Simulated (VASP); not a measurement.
# W (I4/mmm) in VASP: further runs, part 2 of 2

VASP 6.6.1.

## (3) Single point, PBEsol (strain -0.015 along x and y, +0.015 along z)

INCAR

```
SYSTEM = W
PREC = Accurate ; ENCUT = 520
EDIFF = 1E-6 ; ISMEAR = 0
SIGMA = 0.15 ; LREAL = .False.
LASPH = .True. ; NELM = 60
ALGO = Fast ; ISIF = 2
LWAVE = .False. ; LCHARG = .True.
GGA = PS ; LELF = .True.
LVHAR = .True. ; NBANDS = 13
```

KPOINTS

```
regular mesh
0
Gamma
  26 26 26
  0 0 0
```

POSCAR

```
W
1.0
   -1.5535224363      1.5535224363      1.6008378405
    1.5535224363     -1.5535224363      1.6008378405
    1.5535224363      1.5535224363     -1.6008378405
W
1
Direct
    0.0000000000      0.0000000000      0.0000000000
```

Potentials or basis: VASP PAW PBE potentials, release 64 (W_sv).

Started as:

```sh
cat potpaw_PBE.64/W_sv/POTCAR > POTCAR
mpirun -np 1 vasp_std > vasp.out
```

OUTCAR:

```text
SYSTEM = W
   PREC = Accurate
   ENCUT = 520
   EDIFF = 1E-6
   ISMEAR = 0
   LREAL = .False.
   LASPH = .True.
   NELM = 60
   ISIF = 2
   GGA = PS

 ion  position               nearest neighbor table
   1  0.000  0.000  0.000-

  LATTYP: Found a body centered tetragonal cell.
 ALAT       =     3.1070448726
 C/A-ratio  =     1.0304568528

  Lattice vectors:

 A1 = (  -1.5535224363,   1.5535224363,   1.6008378405)
 A2 = (   1.5535224363,  -1.5535224363,   1.6008378405)
 A3 = (   1.5535224363,   1.5535224363,  -1.6008378405)

Analysis of symmetry for initial positions (statically):
=====================================================================
 Subroutine PRICEL returns:
 Original cell was already a primitive cell.

 Routine SETGRP: Setting up the symmetry group for a
 body centered tetragonal supercell.

 Subroutine GETGRP returns: Found 16 space group operations
 (whereof 16 operations were pure point group operations)
 out of a pool of 16 trial point group operations.

[... 168 lines left out ...]
 k-point     1 :       0.0000    0.0000    0.0000
  band No.  band energies     occupation
      1     -62.4679      2.00000
      2     -25.9938      2.00000
      3     -25.9824      2.00000
      4     -25.9824      2.00000
      5       1.8521      2.00000
      6      10.2427      2.00000
      7      10.2427      2.00000
      8      10.6447      2.00000
      9      13.6581      0.00000
     10      14.2030      0.00000
     11      25.8697      0.00000
     12      26.4492      0.00000
     13      26.4492      0.00000
[... 354 lines left out ...]
  band No.  band energies     occupation
      1     -62.3312      2.00000
      2     -27.2762      2.00000
      3     -26.3929      2.00000
      4     -25.9968      2.00000
      5       5.2733      2.00000
      6       8.2722      2.00000
      7      11.1089      2.00000
      8      13.6884      0.00000
      9      14.6763      0.00000
     10      16.9261      0.00000
     11      23.7553      0.00000
     12      24.4755      0.00000
     13      30.6047      0.00000

 [... further k-points ...]

------------------------ aborting loop because EDIFF is reached ----------------------------------------

  FORCE on cell =-STRESS in cart. coord.  units (eV):
  Direction    XX          YY          ZZ          XY          YZ          ZX
  --------------------------------------------------------------------------------------
  -------------------------------------------------------------------------------------
  Total        0.8942831      0.8942831     -0.0872552      0.0000000      0.0000000      0.0000000
  in kB       92.7135547     92.7135547     -9.0460617      0.0000000      0.0000000      0.0000000
  external PRESSURE =      58.7936826 kB  Pullay stress =       0.0000000 kB

 VOLUME and BASIS-vectors are now :
 -----------------------------------------------------------------------------
  energy-cutoff  :      520.00
  volume of cell :       15.45
      direct lattice vectors                 reciprocal lattice vectors
    -1.553522436  1.553522436  1.600837841     0.000000000  0.321849230  0.312336445
     1.553522436 -1.553522436  1.600837841     0.321849230  0.000000000  0.312336445
     1.553522436  1.553522436 -1.600837841     0.321849230  0.321849230  0.000000000

 POSITION                                       TOTAL-FORCE (eV/Angst)
 -----------------------------------------------------------------------------------
      0.00000      0.00000      0.00000        -0.000000     -0.000000     -0.000000
 -----------------------------------------------------------------------------------
    total drift:                                0.000000     -0.000000      0.000000

  FREE ENERGIE OF THE ION-ELECTRON SYSTEM (eV)
  ---------------------------------------------------
  free  energy   TOTEN  =       -13.7930206664 eV

  energy  without entropy=      -13.7879078572  energy(sigma->0) =      -13.79046426
```

OSZICAR:

```text
N       E                     dE             d eps       ncg     rms          rms(c)
DAV:   1     0.840268444564E+02    0.84027E+02   -0.74526E+03 34742   0.123E+03
DAV:   2    -0.128277713732E+02   -0.96855E+02   -0.93044E+02 38795   0.318E+02
DAV:   3    -0.144592248100E+02   -0.16315E+01   -0.16262E+01 37775   0.399E+01
DAV:   4    -0.144653773505E+02   -0.61525E-02   -0.61524E-02 38575   0.272E+00
DAV:   5    -0.144654256568E+02   -0.48306E-04   -0.48306E-04 38555   0.226E-01    0.227E+01
RMM:   6    -0.139392791157E+02    0.52615E+00   -0.39615E-01 37636   0.581E+00    0.961E+00
RMM:   7    -0.137970300508E+02    0.14225E+00   -0.29178E-01 37894   0.497E+00    0.786E-01
RMM:   8    -0.137931690066E+02    0.38610E-02   -0.11262E-02 43174   0.120E+00    0.263E-01
RMM:   9    -0.137930235525E+02    0.14545E-03   -0.17114E-03 41771   0.503E-01    0.214E-02
RMM:  10    -0.137930297941E+02   -0.62417E-05   -0.23658E-04 44439   0.190E-01    0.166E-02
RMM:  11    -0.137930197477E+02    0.10046E-04   -0.60966E-05 43222   0.905E-02    0.755E-03
RMM:  12    -0.137930206664E+02   -0.91870E-06   -0.99718E-06 41752   0.398E-02
   1 F= -.13793021E+02 E0= -.13790464E+02  d E =-.511281E-02
```

stdout:

```text
POSCAR found type information on POSCAR W
 POSCAR found :  1 types and       1 ions
 scaLAPACK will be used
 -----------------------------------------------------------------------------
|                                                                             |
|                                                                             |
|     You enforced a specific xc type in the INCAR file but a different       |
|     I HOPE YOU KNOW WHAT YOU ARE DOING!                                     |
|                                                                             |
 -----------------------------------------------------------------------------

 LDA part: xc-table for (Slater+PW92), standard interpolation
 POSCAR, INCAR and KPOINTS ok, starting setup
 FFT: planning ... GRIDC
 FFT: planning ... GRID_SOFT
 FFT: planning ... GRID
 WAVECAR not read
 entering main loop
WARNING in EDDRMM: call to ZHEGV failed, returncode =   8  4     12
WARNING in EDDRMM: call to ZHEGV failed, returncode =   8  4     11
```

Run time: 1.9 min. Hardware: 1 thread of AMD EPYC 9R45 (Zen 5), shared host; peak memory 0.31 GiB.

What came out:

```
Free energy            : -13.7930 eV
Pressure               : 5.9 GPa
Band gap on the k mesh : zero (bands 7 and 8 overlap by 6.36 eV)
```

Levels at points of the mesh, in eV from the Fermi level:
| k point | band 5 | band 6 | band 7 | band 8 | band 9 | band 10 |
| --- | --- | --- | --- | --- | --- | --- |
| (0.00, 0.00, 0.00) | -9.80 | -1.41 | -1.41 | -1.01 | 2.00 | 2.55 |
| (0.50, 0.00, 0.00) | -6.47 | -3.56 | 0.70 | 1.94 | 3.20 | 6.34 |
| (0.50, 0.50, 0.00) | -6.47 | -3.98 | 0.94 | 2.56 | 3.40 | 6.45 |
| (0.50, 0.50, 0.50) | -6.12 | -6.02 | 5.27 | 5.40 | 5.40 | 7.91 |

Caveat: the cell differs from its parent crystal (strain -0.015 along x and y, +0.015 along z); the cell stands under pressure; the PAW data sets were made with another functional, which shifts forces and pressure a little; spin-orbit coupling is left out, which moves the levels of the heavy elements.

## (4) Single point, PBEsol (strain -0.015 along x and y, +0.030 along z)

INCAR

```
PREC     = Accurate       # precision mode
ENCUT    = 520            # plane-wave cutoff, eV
EDIFF    = 1E-6           # SCF threshold, eV
ISMEAR   = 0              # smearing method
SIGMA    = 0.15           # smearing width, eV
LREAL    = False          # projectors in reciprocal space
LASPH    = True           # aspherical terms in the spheres
NELM     = 100            # most SCF steps
ALGO     = Fast           # electronic algorithm
ISIF     = 2              # what is computed and relaxed
LWAVE    = False          # write WAVECAR
LCHARG   = False          # write CHGCAR
GGA      = PS             # functional
NBANDS   = 13             # bands
```

KPOINTS

```
regular mesh
0
Gamma
  26 26 26
```

POSCAR

```
W
1.0
   -1.5535224363      1.5535224363      1.6244955426
    1.5535224363     -1.5535224363      1.6244955426
    1.5535224363      1.5535224363     -1.6244955426
W
1
Direct
    0.0000000000      0.0000000000      0.0000000000
```

Started as:

```sh
cat potpaw_PBE.64/W_sv/POTCAR > POTCAR
mpirun -np 1 vasp_std > vasp.out
```

Run time: 1.8 min. Hardware: 1 thread of AMD EPYC 9R45 (Zen 5), shared host; peak memory 0.31 GiB.

It converged, with:

- Free energy: -13.7865 eV
- Pressure: 1.1 GPa
- Band gap on the k mesh: zero (bands 7 and 8 overlap by 6.08 eV)

Stress tensor (GPa, compression positive):
```
 5.84  0.00  0.00
 0.00  5.84  0.00
 0.00  0.00 -8.38
```

Levels at points of the mesh, in eV from the Fermi level:
| k point | band 5 | band 6 | band 7 | band 8 | band 9 | band 10 |
| --- | --- | --- | --- | --- | --- | --- |
| (0.00, 0.00, 0.00) | -9.72 | -1.43 | -1.43 | -0.85 | 1.84 | 2.62 |
| (0.50, 0.00, 0.00) | -6.37 | -3.41 | 0.62 | 1.76 | 3.18 | 6.19 |
| (0.50, 0.50, 0.00) | -6.36 | -4.02 | 0.97 | 2.69 | 3.43 | 6.34 |
| (0.50, 0.50, 0.50) | -6.01 | -5.87 | 5.13 | 5.32 | 5.32 | 7.54 |

Caveat: the cell differs from its parent crystal (strain -0.015 along x and y, +0.030 along z); the PAW data sets were made with another functional, which shifts forces and pressure a little; spin-orbit coupling is left out, which moves the levels of the heavy elements.

## (5) Single point, PBEsol (strain +0.015 along x and y, -0.030 along z)

INCAR

```
PREC = Accurate
ENCUT = 520
EDIFF = 1E-6
ISMEAR = 0
SIGMA = 0.15
LREAL = F
LASPH = T
NELM = 60
ALGO = Fast
ISIF = 2
LWAVE = F
LCHARG = F
GGA = PS
NBANDS = 13
```

KPOINTS

```
Automatic mesh
0
Gamma
  26 26 26
```

POSCAR

```
W
1.0
   -1.6008378405      1.6008378405      1.5298647342
    1.6008378405     -1.6008378405      1.5298647342
    1.6008378405      1.6008378405     -1.5298647342
W
1
Direct
    0.0000000000      0.0000000000      0.0000000000
```

Started as:

```sh
cat potpaw_PBE.64/W_sv/POTCAR > POTCAR
mpirun -np 1 vasp_std > vasp.out
```

Wall time 1.9 min (1 thread of AMD EPYC 9R45 (Zen 5), shared host); peak memory 0.31 GiB.

It converged, with:

| Quantity | Value |
| --- | --- |
| Free energy | -13.7851 eV |
| Pressure | 1.1 GPa |
| Band gap on the k mesh | zero (bands 7 and 8 overlap by 6.43 eV) |

Stress tensor (GPa, compression positive):
```
-4.03  0.00  0.00
 0.00 -4.03  0.00
 0.00  0.00 11.42
```

Levels at points of the mesh, in eV from the Fermi level:
| k point | band 3 | band 4 | band 5 | band 6 | band 7 | band 8 | band 9 | band 10 | band 11 | band 12 |
| --- | --- | --- | --- | --- | --- | --- | --- | --- | --- | --- |
| (0.00, 0.00, 0.00) | -37.69 | -37.66 | -9.72 | -1.66 | -1.03 | -1.03 | 1.81 | 2.65 | 14.29 | 14.29 |
| (0.50, 0.00, 0.00) | -38.14 | -37.71 | -6.36 | -3.83 | 0.86 | 2.25 | 3.49 | 6.27 | 11.36 | 11.46 |
| (0.50, 0.50, 0.00) | -38.06 | -37.67 | -6.38 | -3.19 | 0.49 | 1.61 | 2.87 | 6.16 | 11.00 | 11.68 |
| (0.50, 0.50, 0.50) | -38.66 | -38.52 | -6.01 | -5.88 | 5.19 | 5.19 | 5.39 | 7.93 | 7.93 | 9.17 |

Caveat: the cell differs from its parent crystal (strain +0.015 along x and y, -0.030 along z); the PAW data sets were made with another functional, which shifts forces and pressure a little; spin-orbit coupling is left out, which moves the levels of the heavy elements.

## (6) Single point, PBEsol (strain +0.000 along x and y, +0.015 along z)

INCAR

```
SYSTEM = W
ALGO     = Fast           ! electronic algorithm
EDIFF    = 1E-7           ! SCF threshold, eV
ENCUT    = 520            ! plane-wave cutoff, eV
GGA      = PS             ! functional
ISIF     = 2              ! what is computed and relaxed
ISMEAR   = 0              ! smearing method
LASPH    = .TRUE.         ! aspherical terms in the spheres
LCHARG   = .TRUE.         ! write CHGCAR
LELF     = .TRUE.         ! ELF
LREAL    = .FALSE.        ! projectors in reciprocal space
LVHAR    = .TRUE.       
LWAVE    = .FALSE.        ! write WAVECAR
NBANDS   = 13             ! bands
NELM     = 80             ! most SCF steps
PREC     = Accurate       ! precision mode
SIGMA    = 0.15           ! smearing width, eV
```

KPOINTS

```
k-points
0
G
  26 26 26
  0 0 0
```

POSCAR

```
W
1.0
   -1.5771801384      1.5771801384      1.6008378405
    1.5771801384     -1.5771801384      1.6008378405
    1.5771801384      1.5771801384     -1.6008378405
W
1
Direct
    0.0000000000      0.0000000000      0.0000000000
```

Potentials or basis: VASP PAW PBE potentials, release 64 (W_sv).

Started as:

```sh
cat potpaw_PBE.64/W_sv/POTCAR > POTCAR
mpirun -np 1 vasp_std > vasp.out
```

It took 2.2 min on 1 thread of AMD EPYC 9R45 (Zen 5), shared host; peak memory 0.31 GiB.

It converged, with:

```
Free energy            : -13.8028 eV
Pressure               : -4.2 GPa
Band gap on the k mesh : zero (bands 7 and 8 overlap by 6.21 eV)
```

Stress tensor (GPa, compression positive):
```
-2.58  0.00  0.00
 0.00 -2.58  0.00
 0.00  0.00 -7.29
```

Levels at points of the mesh, in eV from the Fermi level:
```
           k point  band 5  band 6  band 7  band 8  band 9  band 10
(0.00, 0.00, 0.00)   -9.63   -1.29   -1.29   -1.10    2.09     2.35
(0.50, 0.00, 0.00)   -6.26   -3.49    0.64    2.01    3.06     6.10
(0.50, 0.50, 0.00)   -6.26   -3.69    0.75    2.29    3.18     6.15
(0.50, 0.50, 0.50)   -5.84   -5.80    5.10    5.16    5.16     7.94
```

Caveat: the cell differs from its parent crystal (strain +0.000 along x and y, +0.015 along z); the cell stands under tension; the PAW data sets were made with another functional, which shifts forces and pressure a little; spin-orbit coupling is left out, which moves the levels of the heavy elements.

## (7) Overview

```tsv
cell	further INCAR settings	gap on the mesh (eV)	pressure (GPa)
a = 2.718 Å, angles 109.1, 109.1, 110.3°, 1 atom	ALGO = Fast; EDIFF = 1e-07; NBANDS = 13	none	5.7
a = 2.718 Å, angles 110.3, 110.3, 107.8°, 1 atom	ALGO = Fast; EDIFF = 1e-06; NBANDS = 13	none	5.9
a = 2.732 Å, angles 110.7, 110.7, 107.0°, 1 atom	ALGO = Fast; EDIFF = 1e-06; NBANDS = 13	none	1.1
a = 2.732 Å, angles 108.3, 108.3, 111.9°, 1 atom	ALGO = Fast; EDIFF = 1e-06; NBANDS = 13	none	1.1
a = 2.745 Å, angles 109.9, 109.9, 108.7°, 1 atom	ALGO = Fast; EDIFF = 1e-07; NBANDS = 13	none	-4.2
```

Alike in all rows: task single point; level PBEsol; potentials or basis VASP PAW PBE potentials, release 64 (W_sv); no spin polarisation; k mesh 26 × 26 × 26; cutoff (eV) 520; smearing gaussian 0.15 eV.

Caveats: the PAW data sets were made with another functional, which shifts forces and pressure a little; spin-orbit coupling is left out, which moves the levels of the heavy elements; the cell stands under pressure (at least some runs); the cell stands under tension (at least some runs).

Absolute energies hang on the potentials; compare differences alone.
